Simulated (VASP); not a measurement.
Si2N, 6 atoms in the cell. It takes space group Pn-3m (No. 224, cubic). Conventional cell: a = 4.203 Å, b = 4.203 Å, c = 4.203 Å, α = 90.00°, β = 90.00°, γ = 90.00°. Within 2.4 Å of Si (site symmetry -3m) lie 2 N at 1.82 Å. N (site symmetry -43m) has 4 Si at 1.82 Å within 2.4 Å. 

* Program: VASP 6.6.1
* Task: single point
* Functional: PBE
* Potentials or basis: VASP PAW PBE potentials, release 64 (Si, N)
* Cutoff: 520 eV
* k mesh: 10 × 10 × 10
* Occupations: gaussian, width 0.1 eV
* Spin: no spin polarisation
* Dipole correction: no
* Further INCAR settings: ALGO = Normal; EDIFF = 1e-06; NBANDS = 22

Potentials or basis: VASP PAW PBE potentials, release 64 (Si, N).

Command:

```sh
$ cat potpaw_PBE.64/Si/POTCAR potpaw_PBE.64/N/POTCAR > POTCAR
$ mpirun -np 1 vasp_std > vasp.out
```

Hardware: 1 thread of Intel(R) Xeon(R) 6975P-C (Granite Rapids), on a shared host.

**Question.** How long does it take, and how much memory?

**Answer.** Run time: 31 s on 1 thread of Intel(R) Xeon(R) 6975P-C (Granite Rapids), on a shared host, peak memory 0.2 GiB. Counts: scf iterations 16, k points 56.
